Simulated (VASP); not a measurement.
Here is a VASP 6.6.1 calculation.

File INCAR:

```
SYSTEM = P
PREC = Accurate ; ENCUT = 600
EDIFF = 1E-7 ; ISMEAR = -1
SIGMA = 0.08 ; LREAL = .FALSE.
LASPH = .TRUE. ; NELM = 80
ALGO = Normal ; ISIF = 3
LWAVE = .FALSE. ; LCHARG = .FALSE.
GGA = PE ; IBRION = 2
NSW = 32 ; EDIFFG = -0.005
PSTRESS = 4500.0
```

Contents of KPOINTS:

```
regular mesh
0
G
  21 21 12
  0 0 0
```

File POSCAR:

```
P
1.0
    2.0345237270      0.0000000000      0.0000000000
   -1.0172618635      1.7619492322      0.0000000000
    0.0000000000      0.0000000000      3.3511392238
P
2
Direct
    0.3333333333      0.6666666667      0.2500000000
    0.6666666667      0.3333333333      0.7500000000
```

Potentials or basis: VASP PAW PBE potentials, release 64 (P).

Command:

```sh
$ cat potpaw_PBE.64/P/POTCAR > POTCAR
$ mpirun -np 1 vasp_std > vasp.out
```

Task: Estimate the relaxed cell.

Result: a = 2.030 Å, b = 2.030 Å, c = 3.346 Å, α = 90.00°, β = 90.00°, γ = 120.00°.

Task: Predict the relaxed volume.

Result: 5.97 Å³/atom.

Task: Estimate the space group after relaxing (to 0.1 Å).

Result: P6_3/mmc (No. 194).

Task: Estimate the band gap on the k mesh.

Result: Zero (bands 5 and 6 overlap by 21.51 eV).

Step by step:
| step | energy change (eV) | largest force (eV/Å) | pressure (GPa) | volume (Å³) |
| --- | --- | --- | --- | --- |
| 1 | 0.0000 | 0.0000 | 441.46 | 12.01 |
| 2 | 1.6321 | 0.0000 | 514.77 | 11.46 |
| 3 | 0.1902 | 0.0000 | 449.81 | 11.94 |
| 4 | 0.1944 | 0.0000 | 449.99 | 11.94 |
| 5 | 0.1983 | 0.0000 | 450.16 | 11.94 |
| 6 | 0.2013 | 0.0000 | 450.18 | 11.94 |
| 7 | 0.1995 | 0.0000 | 450.17 | 11.94 |
| 8 | 0.1766 | 0.0000 | 449.17 | 11.95 |
| 9 | 0.1960 | 0.0000 | 450.02 | 11.94 |

Caveat: the cell is relaxed towards a set pressure, so the run minimises the enthalpy, not the energy.
